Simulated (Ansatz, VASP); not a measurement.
Hg in VASP and in Ansatz

Contents of POSCAR:

```
Hg
1.0
    3.4676447613      0.0000000000      0.0000000000
   -1.7338223806      3.0030684545      0.0000000000
    0.0000000000      0.0000000000      5.5445804806
Hg
2
Direct
    0.3333333333      0.6666666667      0.2500000000
    0.6666666667      0.3333333333      0.7500000000
```

File INCAR.step1:

```
SYSTEM = Hg
PREC = Accurate
ENCUT = 520
ISMEAR = -1
SIGMA = 0.1
LREAL = .FALSE.
LASPH = .TRUE.
NELM = 100
NBANDS = 19
GGA = PE
ALGO = Normal
EDIFF = 1E-4
LWAVE = .TRUE.
LCHARG = .FALSE.
```

INCAR.step2

```
SYSTEM = Hg
PREC = Accurate
ENCUT = 520
EDIFF = 1E-6
ISMEAR = -1
SIGMA = 0.1
LREAL = .FALSE.
LASPH = .TRUE.
NELM = 100
ALGO = Normal
ISIF = 2
LWAVE = .FALSE.
LCHARG = .TRUE.
METAGGA = R2SCAN
LMIXTAU = .TRUE.
LELF = .TRUE.
LVHAR = .TRUE.
NBANDS = 19
ISTART = 1
```

Contents of KPOINTS:

```
Automatic mesh
0
G
  12 12 7
  0 0 0
```

Input for Ansatz:

```yaml
crystal:
  lattice:
    - [3.4676447613, 0.0, 0.0]
    - [-1.7338223806, 3.0030684545, 0.0]
    - [0.0, 0.0, 5.5445804806]
  atoms:
    - { symbol: Hg, position: [0.3333333333, 0.6666666667, 0.25] }
    - { symbol: Hg, position: [0.6666666667, 0.3333333333, 0.75] }
hamiltonian:
  xc: r2scan
  pseudopotentials:
    kind: paw
    azcp:
      Hg: "pseudopotentials/Hg.paw.azcp"
basis:
  ecutwfc: 500
  fft_grid_basis: typed
kpoints:
  mp_grid: { grid: [12, 12, 7], shift: [0, 0, 0] }
magnetization:
  spin_polarized: false
scf:
  occupations: { method: fermi_dirac, width: 0.1 }
  lower_state_search: "off"
output:
  stress: true
```

Alike in both runs: task single point; functional r2SCAN; k mesh 12 × 12 × 7; occupations fermi-dirac, width 0.1 eV; no spin polarisation.

```csv
,VASP,Ansatz
version,VASP 6.6.1,Ansatz 0.2.0
potentials or method,"VASP PAW PBE potentials, release 64 (Hg), cutoff 520 eV","plane waves (500 eV) with PAW, scalar-relativistic"
valence electrons in the cell,24,40
```

Ansatz gave:

| Property | Result |
| --- | --- |
| pressure (GPa) | -0.5 |
| traceless stress, the component that is largest in VASP (GPa) | -0.13 |

Task: Which values does VASP return?

Result: Pressure (GPa): -0.4; traceless stress, the component that is largest in VASP (GPa): -0.12.

VASP's potentials were made for PBE, not for r2SCAN. With one functional, cell and mesh, what is left measures potentials, basis and numerics. VASP's potentials hold 24 valence electrons a cell and Ansatz's 40, so a difference there can come from the potentials and not from the codes.

Spin-orbit coupling is off throughout.
